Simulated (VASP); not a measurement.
GaAs:

```xyz
2
Lattice="0.0000 2.8751 2.8751 2.8751 0.0000 2.8751 2.8751 2.8751 0.0000" Properties=species:S:1:pos:R:3 pbc="T T T"
Ga    0.0000    0.0000    0.0000
As    1.4375    1.4375    1.4375
```

- Program: VASP 6.6.1
- Task: relaxation of cell and atoms
- Functional: PBEsol
- Potentials or basis: VASP PAW PBE potentials, release 64 (Ga_d, As)
- Cutoff: 600 eV
- k mesh: 10 × 10 × 10
- Occupations: gaussian, width 0.05 eV
- Spin: no spin polarisation

At the start: pressure -2.9 GPa; volume 23.77 Å³/atom.

How do energy, volume and symmetry change on relaxing?

Over 3 steps the energy falls by 9.9 meV/atom and the volume is 22.70 Å³/atom (-4.5 %); space group F-43m (No. 216, to 0.05 Å).

Step by step:
```tsv
step	energy change (eV)	largest force (eV/Å)	pressure (GPa)	volume (Å³)
1	0.0000	0.0000	-2.86	47.53
2	-0.0173	0.0000	1.14	44.67
3	-0.0199	0.0000	0.03	45.39
```

Final structure:
```
Ga As
1.0
     0.00000    2.83133    2.83133
     2.83133    0.00000    2.83133
     2.83133    2.83133    0.00000
Ga As
1 1
Direct
  0.00000 0.00000 0.00000
  0.25000 0.25000 0.25000
```

Caveat: the PAW data sets were made with another functional, which shifts forces and pressure a little.
